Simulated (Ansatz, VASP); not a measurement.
## Two plane-wave programs on SiC

```
Si C
1.0
     0.00000    2.15721    2.22324
     2.15721    0.00000    2.22324
     2.15721    2.15721    0.00000
Si C
1 1
Direct
  0.00000 0.00000 0.00000
  0.25000 0.25000 0.25000
```

Alike in both runs: task single point; functional PBE; k mesh 8 × 8 × 8; occupations fermi-dirac, width 0.02 eV; no spin polarisation.

|  | VASP | Ansatz |
| --- | --- | --- |
| version | VASP 6.6.1 | Ansatz 0.2.0 |
| potentials or method | VASP PAW PBE potentials, release 64 (Si, C), cutoff 520 eV | plane waves, PAW |
| valence electrons in the cell | 8 | 8 |

|  | VASP | Ansatz | Ansatz less VASP |
| --- | --- | --- | --- |
| pressure (GPa) | 3.2 | 3.2 | +0.06 |
| traceless stress, the component that is largest in VASP (GPa) | -5.50 | -5.49 | +0.013 |

With one functional, cell and mesh, what is left measures potentials, basis and numerics.
